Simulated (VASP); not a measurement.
# Cd (R-3m) in VASP: notebook, part 2 of 2

VASP 6.6.1.

### 3 Single point, LDA, collinear spin, zero start

INCAR reads:

```
  PREC = Accurate
  ENCUT = 520
  EDIFF = 1E-6
  ISMEAR = -4
  SIGMA = 0.05
  LREAL = False
  LASPH = True
  NELM = 150
  ALGO = Normal
  ISIF = 2
  LWAVE = False
  LCHARG = False
  ISPIN = 2
  MAGMOM = 0
  LORBIT = 11
  GGA = CA
  NBANDS = 16
```

KPOINTS reads:

```
regular mesh
0
Gamma
  10 10 10
```

POSCAR reads:

```
Cd
1.0
    1.6080291515      0.9283960635      2.4492874100
   -1.6080291515      0.9283960635      2.4492874100
    0.0000000000     -1.8567921270      2.4492874100
Cd
1
Direct
    0.0000000000      0.0000000000      0.0000000000
```

Potentials or basis: VASP PAW LDA potentials, release 64 (Cd).

Command:

```
> cat potpaw_LDA.64/Cd/POTCAR > POTCAR
> mpirun -np 1 vasp_std > vasp.out
```

OUTCAR:

```text
PREC = Accurate
   ENCUT = 520
   EDIFF = 1E-6
   ISMEAR = -4
   LREAL = False
   LASPH = True
   NELM = 150
   ISIF = 2
   ISPIN = 2
   LORBIT = 11
   GGA = CA

 ion  position               nearest neighbor table
   1  0.000  0.000  0.000-

  LATTYP: Found a trigonal (rhomboedric) cell.
 ALAT       =     3.0735461310
 COS(alpha) =     0.4525576903

  Lattice vectors:

 A1 = (   1.6080291515,   0.9283960635,   2.4492874100)
 A2 = (  -1.6080291515,   0.9283960635,   2.4492874100)
 A3 = (   0.0000000000,  -1.8567921270,   2.4492874100)

Analysis of symmetry for initial positions (statically):
=====================================================================
 Subroutine PRICEL returns:
 Original cell was already a primitive cell.

 Routine SETGRP: Setting up the symmetry group for a
 trigonal (rhombohedral) supercell.

 Subroutine GETGRP returns: Found 12 space group operations
 (whereof 12 operations were pure point group operations)
 out of a pool of 12 trial point group operations.

The static configuration has the point symmetry D_3d.

Analysis of symmetry for dynamics (positions and initial velocities):
=====================================================================
 Subroutine PRICEL returns:
 Original cell was already a primitive cell.

 Routine SETGRP: Setting up the symmetry group for a
 trigonal (rhombohedral) supercell.

 Subroutine GETGRP returns: Found 12 space group operations
 (whereof 12 operations were pure point group operations)
 out of a pool of 12 trial point group operations.

The dynamic configuration has the point symmetry D_3d.

Analysis of structural, dynamic, and magnetic symmetry:
=====================================================================
 Subroutine PRICEL returns:
 Original cell was already a primitive cell.

 Routine SETGRP: Setting up the symmetry group for a
 trigonal (rhombohedral) supercell.

 Subroutine GETGRP returns: Found 12 space group operations
 (whereof 12 operations were pure point group operations)
 out of a pool of 12 trial point group operations.

The overall configuration has the point symmetry D_3d.

 Subroutine INISYM returns: Found 12 space group operations
 (whereof 12 operations are pure point group operations),
 and found     1 'primitive' translations

----------------------------------------------------------------------------------------

                                     Primitive cell

  volume of cell :      21.9391

  direct lattice vectors                    reciprocal lattice vectors
     1.608029152  0.928396064  2.449287410     0.310939637  0.179521083  0.136094005
    -1.608029152  0.928396064  2.449287410    -0.310939637  0.179521083  0.136094005
     0.000000000 -1.856792127  2.449287410     0.000000000 -0.359042166  0.136094005

  length of vectors
     3.073546131  3.073546131  3.073546131     0.383969862  0.383969862  0.383969862

  position of ions in fractional coordinates (direct lattice)
     0.000000000  0.000000000  0.000000000
[... 38 lines left out ...]
  0.300000  0.000000 -0.000000      6.000000
  0.400000 -0.000000  0.000000      6.000000
  0.500000 -0.000000  0.000000      3.000000
[... 16 lines left out ...]
  0.300000  0.300000 -0.000000      6.000000
  0.400000  0.300000  0.000000     12.000000
 [... further k-points ...]
   k-points           NKPTS =    116   k-points in BZ     NKDIM =    116   number of bands    NBANDS=     16
   number of dos      NEDOS =    301   number of ions     NIONS =      1
   total plane-waves  NPLWV =  13824
   dimension x,y,z NGX =    24 NGY =   24 NGZ =   24
   dimension x,y,z NGXF=    48 NGYF=   48 NGZF=   48
   ions per type =               1
   NGX,Y,Z   is equivalent  to a cutoff of  12.98, 12.98, 12.98 a.u.
   NGXF,Y,Z  is equivalent  to a cutoff of  25.96, 25.96, 25.96 a.u.
 SYSTEM =  unknown system
   PREC   = accura    normal or accurate (medium, high low for compatibility)
   ISTART =      0    job   : 0-new  1-cont  2-samecut
   ICHARG =      2    charge: 1-file 2-atom 10-const
   ISPIN  =      2    spin polarized calculation?
   LNONCOLLINEAR =      F non collinear calculations
   LSORBIT =      F    spin-orbit coupling
   LASPH  =      T    aspherical Exc in radial PAW
   ENCUT  =  520.0 eV  38.22 Ry    6.18 a.u.   5.71  5.71  5.71*2*pi/ulx,y,z
   NELM   =    150;   NELMIN=  2; NELMDL= -5     # of ELM steps
   EDIFF  = 0.1E-05   stopping-criterion for ELM
   LREAL  =      F    real-space projection
   EDIFFG = 0.1E-04   stopping-criterion for IOM
   NSW    =      0    number of steps for IOM
   IBRION =     -1    ionic relax: 0-MD 1-quasi-New 2-CG
   NFREE  =      0    steps in history (QN), initial steepest desc. (CG)
   ISIF   =      2    stress and relaxation
   ISYM   =      2    0-nonsym 1-usesym 2-fastsym
   POTIM  = 0.5000    time-step for ionic-motion
   TEBEG  =    0.0;   TEEND  =   0.0 temperature during run
   PSTRESS=    0.0 pullay stress
   NELECT =      12.0000    total number of electrons
   NUPDOWN=      -1.0000    fix difference up-down
   EMIN   =  10.00;   EMAX   =-10.00  energy-range for DOS
   EFERMI =   0.00;   METHOD = LEGACY
   ISMEAR =    -4;   SIGMA  =   0.05  broadening in eV -4-tet -1-fermi 0-gaus
   EFERMI_NEDOS =   21; number of points for ismear=-14 and -15
   IALGO  =     38    algorithm
   IMIX   =      4    mixing-type and parameters
     AMIX     =   0.40;   BMIX     =  1.00
     AMIX_MAG =   1.60;   BMIX_MAG =  1.00
  volume/ion in A,a.u.               =      21.94       148.05
  Fermi-wavevector in a.u.,A,eV,Ry     =   1.338842  2.530044 24.388398  1.792497
  Thomas-Fermi vector in A             =   2.467280
   LORBIT       =     11    0 simple, 1 ext, 2 COOP (PROOUT), +10 PAW based schemes
   GGA     = CA    functional components
   LHFCALC =     F    Hartree Fock is set to
   AEXX    =    0.0000 exact exchange contribution
   IVDW    =     0    specifies the selected vdW correction
   LEPSILON=     F    determine dielectric tensor
   LRPA    =     F    only Hartree local field effects (RPA)
 spin polarized calculation
 Fermi weights with tetrahedron method witout Bloechl corrections
  energy-cutoff  :      520.00
  volume of cell :       21.94
 maximum number of plane-waves:       602
   NGX = 11   NGY = 11   NGZ = 11

 number of electron      11.9999997 magnetization       0.0000010

 number of electron      11.9999997 magnetization      -0.0000005

 Free energy of the ion-electron system (eV)
  ---------------------------------------------------
  ext. energy  EPLUGINS =         0.00000000
  ---------------------------------------------------
  free energy    TOTEN  =        -1.39517927 eV

  energy without entropy =       -1.39517927  energy(sigma->0) =       -1.39517927

 E-fermi :   2.4878     XC(G=0): -11.2956

 val. band max:        3.1226073706   @ k =  -0.4000  -0.4000   0.3000
 cond. band min:       2.0418071151   @ k =   0.5000   0.5000   0.5000
 fundamental gap:     -1.0808002554
 Fermi energy:         2.4878391308

 spin component 1

 k-point     1 :       0.0000    0.0000    0.0000
  band No.  band energies     occupation
      1      -6.6249      1.00000
      2      -6.6249      1.00000
      3      -6.4181      1.00000
      4      -6.2040      1.00000
      5      -6.0552      1.00000
      6      -6.0552      1.00000
[... 435 lines left out ...]
      5      -5.7115      1.00000
      6      -1.5802      1.00000
[... 8 lines left out ...]
     15      30.7385      0.00000
     16      31.9976      0.00000

 [... further k-points ...]

 spin component 2

 k-point     1 :       0.0000    0.0000    0.0000
  band No.  band energies     occupation
      1      -6.6249      1.00000
      2      -6.6249      1.00000
      3      -6.4181      1.00000
      4      -6.2040      1.00000
      5      -6.0552      1.00000
      6      -6.0552      1.00000
[... 435 lines left out ...]
      5      -5.7115      1.00000
      6      -1.5802      1.00000
[... 8 lines left out ...]
     15      30.7385      0.00000
     16      31.9976      0.00000

 [... further k-points ...]
[... 5 lines left out ...]
  --------------------------------------------------------------------------------------
  -------------------------------------------------------------------------------------
  Total       -0.5041879     -0.5041879     -0.8097653      0.0000000      0.0000000      0.0000000
  in kB      -36.8200863    -36.8200863    -59.1359479      0.0000000      0.0000000      0.0000000
  external PRESSURE =     -44.2587069 kB  Pullay stress =       0.0000000 kB

 VOLUME and BASIS-vectors are now :
 -----------------------------------------------------------------------------
  energy-cutoff  :      520.00
  volume of cell :       21.94
      direct lattice vectors                 reciprocal lattice vectors
     1.608029152  0.928396064  2.449287410     0.310939637  0.179521083  0.136094005
    -1.608029152  0.928396064  2.449287410    -0.310939637  0.179521083  0.136094005
     0.000000000 -1.856792127  2.449287410     0.000000000 -0.359042166  0.136094005

 POSITION                                       TOTAL-FORCE (eV/Angst)
 -----------------------------------------------------------------------------------
      0.00000      0.00000      0.00000         0.000000      0.000000      0.000000
 -----------------------------------------------------------------------------------
    total drift:                                0.000000      0.000000     -0.000000

  FREE ENERGIE OF THE ION-ELECTRON SYSTEM (eV)
  ---------------------------------------------------
  free  energy   TOTEN  =        -1.3951792676 eV

  energy  without entropy=       -1.3951792676  energy(sigma->0) =       -1.39517927

 total charge

# of ion       s       p       d       tot
------------------------------------------
    1        0.543   0.285   9.477  10.305

 magnetization (x)

# of ion       s       p       d       tot
------------------------------------------
    1        0.000  -0.000   0.000   0.000
```

OSZICAR:

```text
N       E                     dE             d eps       ncg     rms          rms(c)
DAV:   1     0.763695152538E+02    0.76370E+02   -0.66001E+03  7984   0.747E+02
DAV:   2     0.182529906558E+00   -0.76187E+02   -0.71944E+02  8968   0.205E+02
DAV:   3    -0.146364242500E+01   -0.16462E+01   -0.16453E+01  8936   0.316E+01
DAV:   4    -0.146595943710E+01   -0.23170E-02   -0.23170E-02  8912   0.121E+00
DAV:   5    -0.146596470258E+01   -0.52655E-05   -0.52656E-05  9000   0.557E-02    0.302E+00
DAV:   6    -0.140291549111E+01    0.63049E-01   -0.12331E-01  9584   0.375E+00    0.245E+00
DAV:   7    -0.139645217675E+01    0.64633E-02   -0.79791E-03  9456   0.722E-01    0.125E+00
DAV:   8    -0.139517150641E+01    0.12807E-02   -0.14488E-03  8528   0.393E-01    0.542E-02
DAV:   9    -0.139517804377E+01   -0.65374E-05   -0.36623E-06  9128   0.121E-02    0.132E-02
DAV:  10    -0.139517926570E+01   -0.12219E-05   -0.11790E-06  6072   0.103E-02    0.171E-03
DAV:  11    -0.139517926765E+01   -0.19500E-08   -0.17704E-08  4096   0.114E-03
   1 F= -.13951793E+01 E0= -.13951793E+01  d E =0.000000E+00  mag=     0.0000
```

Run time: 31 s. Hardware: 1 thread of Intel Xeon 6975P-C, shared host; peak memory 0.18 GiB.

Results:

* Free energy: -1.3952 eV
* Pressure: -4.4 GPa
* Band gap on the k mesh: zero (filled and empty bands overlap)
* Net moment: 0.00 μB per cell
* Valence electrons inside the program's atomic spheres: Cd 10.30

Levels at points of the mesh, in eV from the Fermi level:
Spin up:
| k point | band 2 | band 3 | band 4 | band 5 | band 6 | band 7 | band 8 | band 9 | band 10 | band 11 |
| --- | --- | --- | --- | --- | --- | --- | --- | --- | --- | --- |
| (0.00, 0.00, 0.00) | -9.11 | -8.91 | -8.69 | -8.54 | -8.54 | 13.60 | 14.10 | 14.10 | 16.97 | 17.72 |
| (0.50, 0.00, 0.00) | -9.14 | -8.87 | -8.28 | -8.14 | -2.35 | -1.59 | 12.40 | 12.60 | 14.05 | 16.38 |
| (0.50, 0.50, 0.00) | -9.58 | -8.24 | -8.10 | -8.05 | -0.74 | 1.39 | 6.03 | 7.56 | 10.46 | 11.97 |
| (0.50, 0.50, 0.50) | -9.04 | -9.04 | -8.13 | -8.13 | -1.85 | -0.45 | 11.41 | 11.41 | 12.53 | 15.66 |
Spin down:
```tsv
k point	band 2	band 3	band 4	band 5	band 6	band 7	band 8	band 9	band 10	band 11
(0.00, 0.00, 0.00)	-9.11	-8.91	-8.69	-8.54	-8.54	13.60	14.10	14.10	16.97	17.72
(0.50, 0.00, 0.00)	-9.14	-8.87	-8.28	-8.14	-2.35	-1.59	12.40	12.60	14.05	16.38
(0.50, 0.50, 0.00)	-9.58	-8.24	-8.10	-8.05	-0.74	1.39	6.03	7.56	10.46	11.97
(0.50, 0.50, 0.50)	-9.04	-9.04	-8.13	-8.13	-1.85	-0.45	11.41	11.41	12.53	15.66
```

### 4 Single point, LDA

INCAR reads:

```
SYSTEM = Cd
PREC = Accurate ; ENCUT = 520
EDIFF = 1E-6 ; ISMEAR = -1
SIGMA = 0.01 ; LREAL = .False.
LASPH = .True. ; NELM = 80
ALGO = Fast ; ISIF = 2
LWAVE = .False. ; LCHARG = .True.
GGA = CA ; LELF = .True.
LVHAR = .True. ; NBANDS = 12
```

KPOINTS reads:

```
Automatic mesh
0
Gamma
  10 10 10
  0 0 0
```

POSCAR is that of step 3.

Potentials or basis: VASP PAW LDA potentials, release 64 (Cd).

Command:

```
> cat potpaw_LDA.64/Cd/POTCAR > POTCAR
> mpirun -np 1 vasp_std > vasp.out
```

OUTCAR:

```text
SYSTEM = Cd
   PREC = Accurate
   ENCUT = 520
   EDIFF = 1E-6
   ISMEAR = -1
   LREAL = .False.
   LASPH = .True.
   NELM = 80
   ISIF = 2
   GGA = CA

 ion  position               nearest neighbor table
   1  0.000  0.000  0.000-

  LATTYP: Found a trigonal (rhomboedric) cell.
 ALAT       =     3.0735461310
 COS(alpha) =     0.4525576903

  Lattice vectors:

 A1 = (   1.6080291515,   0.9283960635,   2.4492874100)
 A2 = (  -1.6080291515,   0.9283960635,   2.4492874100)
 A3 = (   0.0000000000,  -1.8567921270,   2.4492874100)

[... 530 lines left out ...]
      5      -5.7031      2.00000
      6      -1.5791      2.00000
      7       7.7738      0.00000
      8       9.1374      0.00000
      9      11.2374      0.00000
     10      14.8260      0.00000
     11      15.0504      0.00000
     12      26.0984      0.00000

 [... further k-points ...]
[... 5 lines left out ...]
  --------------------------------------------------------------------------------------
  -------------------------------------------------------------------------------------
  Total       -0.6198618     -0.6198618     -0.5764572      0.0000000      0.0000000      0.0000000
  in kB      -45.2675746    -45.2675746    -42.0978045      0.0000000      0.0000000      0.0000000
  external PRESSURE =     -44.2109845 kB  Pullay stress =       0.0000000 kB

 VOLUME and BASIS-vectors are now :
 -----------------------------------------------------------------------------
  energy-cutoff  :      520.00
  volume of cell :       21.94
      direct lattice vectors                 reciprocal lattice vectors
     1.608029152  0.928396064  2.449287410     0.310939637  0.179521083  0.136094005
    -1.608029152  0.928396064  2.449287410    -0.310939637  0.179521083  0.136094005
     0.000000000 -1.856792127  2.449287410     0.000000000 -0.359042166  0.136094005

 POSITION                                       TOTAL-FORCE (eV/Angst)
 -----------------------------------------------------------------------------------
      0.00000      0.00000      0.00000         0.000000      0.000000      0.000000
 -----------------------------------------------------------------------------------
    total drift:                                0.000000     -0.000000      0.000000

  FREE ENERGIE OF THE ION-ELECTRON SYSTEM (eV)
  ---------------------------------------------------
  free  energy   TOTEN  =        -1.4803209168 eV

  energy  without entropy=       -1.4801684922  energy(sigma->0) =       -1.48024470
```

It took 8 s on 1 thread of Intel Xeon 6975P-C (Granite Rapids), shared host; peak memory 0.14 GiB.

What came out:

```yaml
Free_energy: -1.4803 eV
Pressure: -4.4 GPa
Band_gap_on_the_k_mesh: zero (band 6 reaches 3.85 eV, above the bottom of band 7 at 0.90 eV)
```

### 5 Single point, r2SCAN+rVV10

POSCAR is that of step 4.

INCAR.step1 reads:

```
ALGO = Normal
EDIFF = 1E-4
ENCUT = 520
GGA = PE
ISMEAR = 0
LASPH = T
LCHARG = F
LREAL = F
LWAVE = T
NBANDS = 12
NELM = 60
PREC = Accurate
SIGMA = 0.15
```

INCAR.step2 reads:

```
ALGO = Normal
BPARAM = 11.95
CPARAM = 0.0093
EDIFF = 1E-6
ENCUT = 520
ISIF = 2
ISMEAR = 0
ISTART = 1
IVDW_NL = 2
LASPH = T
LCHARG = T
LELF = T
LMIXTAU = T
LREAL = F
LUSE_VDW = T
LVHAR = T
LWAVE = F
METAGGA = R2SCAN
NBANDS = 12
NELM = 60
PREC = Accurate
SIGMA = 0.15
```

KPOINTS reads:

```
k-points
0
Gamma
  9 9 9
```

Potentials or basis: VASP PAW PBE potentials, release 64 (Cd).

Command:

```
> cat potpaw_PBE.64/Cd/POTCAR > POTCAR
> cp INCAR.step1 INCAR
> mpirun -np 1 vasp_std > vasp.out
> cp INCAR.step2 INCAR
> mpirun -np 1 vasp_std > vasp.out
```

OUTCAR:

```text
BPARAM = 11.95
   EDIFF = 1E-6
   ENCUT = 520
   ISIF = 2
   ISMEAR = 0
   ISTART = 1
   IVDW_NL = 2
   LASPH = T
   LREAL = F
   METAGGA = R2SCAN
   NELM = 60
   PREC = Accurate

 ion  position               nearest neighbor table
   1  0.000  0.000  0.000-

  LATTYP: Found a trigonal (rhomboedric) cell.
 ALAT       =     3.0735461310
 COS(alpha) =     0.4525576903

  Lattice vectors:

 A1 = (   1.6080291515,   0.9283960635,   2.4492874100)
[... 532 lines left out ...]
      2      -7.3457      2.00000
      3      -6.0386      2.00000
      4      -5.9080      2.00000
      5      -5.8673      2.00000
      6       0.8312      2.00000
      7       5.5305      0.00000
      8       9.2537      0.00000
      9      10.8721      0.00000
     10      13.4905      0.00000
     11      15.0978      0.00000
     12      30.2545      0.00000

 [... further k-points ...]
[... 5 lines left out ...]
  --------------------------------------------------------------------------------------
  -------------------------------------------------------------------------------------
  Total       -0.0896426     -0.0896426     -0.2179224      0.0000000     -0.0000000      0.0000000
  in kB       -6.5464642     -6.5464642    -15.9145470      0.0000000     -0.0000000      0.0000000
  external PRESSURE =      -9.6691585 kB  Pullay stress =       0.0000000 kB

 VOLUME and BASIS-vectors are now :
 -----------------------------------------------------------------------------
  energy-cutoff  :      520.00
  volume of cell :       21.94
      direct lattice vectors                 reciprocal lattice vectors
     1.608029152  0.928396064  2.449287410     0.310939637  0.179521083  0.136094005
    -1.608029152  0.928396064  2.449287410    -0.310939637  0.179521083  0.136094005
     0.000000000 -1.856792127  2.449287410     0.000000000 -0.359042166  0.136094005

 POSITION                                       TOTAL-FORCE (eV/Angst)
 -----------------------------------------------------------------------------------
      0.00000      0.00000      0.00000         0.000000      0.000000      0.000000
 -----------------------------------------------------------------------------------
    total drift:                                0.000000     -0.000000      0.000000

  FREE ENERGIE OF THE ION-ELECTRON SYSTEM (eV)
  ---------------------------------------------------
  free  energy   TOTEN  =       -19.7057874907 eV

  energy  without entropy=      -19.7025820101  energy(sigma->0) =      -19.70418475
```

OSZICAR.step1:

```text
N       E                     dE             d eps       ncg     rms          rms(c)
DAV:   1     0.730066873068E+02    0.73007E+02   -0.70815E+03  2128   0.101E+03
DAV:   2     0.552797397611E+00   -0.72454E+02   -0.68909E+02  2232   0.241E+02
DAV:   3    -0.775291981957E+00   -0.13281E+01   -0.13274E+01  2420   0.368E+01
DAV:   4    -0.776945773611E+00   -0.16538E-02   -0.16537E-02  2304   0.129E+00
DAV:   5    -0.776949512537E+00   -0.37389E-05   -0.37387E-05  1912   0.631E-02    0.303E+00
DAV:   6    -0.733485227940E+00    0.43464E-01   -0.11916E-01  2436   0.439E+00    0.243E+00
DAV:   7    -0.731524780754E+00    0.19604E-02   -0.10980E-02  2408   0.110E+00    0.121E+00
DAV:   8    -0.731714905967E+00   -0.19013E-03   -0.14109E-03  2172   0.505E-01    0.575E-02
DAV:   9    -0.731744493523E+00   -0.29588E-04   -0.11532E-05  1164   0.324E-02
   1 F= -.73174449E+00 E0= -.73028281E+00  d E =-.292336E-02
```

Wall time 34 s (1 thread of Intel Xeon 6975P-C (Granite Rapids), shared host); peak memory 0.22 GiB.

Results:

```yaml
Free_energy: -19.7058 eV
Pressure: -1.0 GPa
Band_gap_on_the_k_mesh: zero (band 6 reaches 3.40 eV, above the bottom of band 7 at 1.47 eV)
```

Caveat: the PAW data sets were made with another functional, which shifts forces and pressure a little.

### 6 The runs side by side

```tsv
level	potentials or basis	spin	k mesh	smearing	gap on the mesh (eV)	pressure (GPa)
LDA	VASP PAW LDA potentials, release 64 (Cd)	off	10 × 10 × 10	methfessel-paxton 0.05 eV	none	-4.4
LDA	VASP PAW LDA potentials, release 64 (Cd)	collinear, zero start	10 × 10 × 10	tetrahedron	none	-4.4
LDA	VASP PAW LDA potentials, release 64 (Cd)	off	10 × 10 × 10	fermi-dirac 0.01 eV	none	-4.4
r2SCAN+rVV10	VASP PAW PBE potentials, release 64 (Cd)	off	9 × 9 × 9	gaussian 0.15 eV	none	-1.0
```

Alike in all rows: task single point; cell as given; cutoff (eV) 520.

Caveats: the PAW data sets were made with another functional, which shifts forces and pressure a little (some runs).

Absolute energies hang on the potentials; compare differences alone.
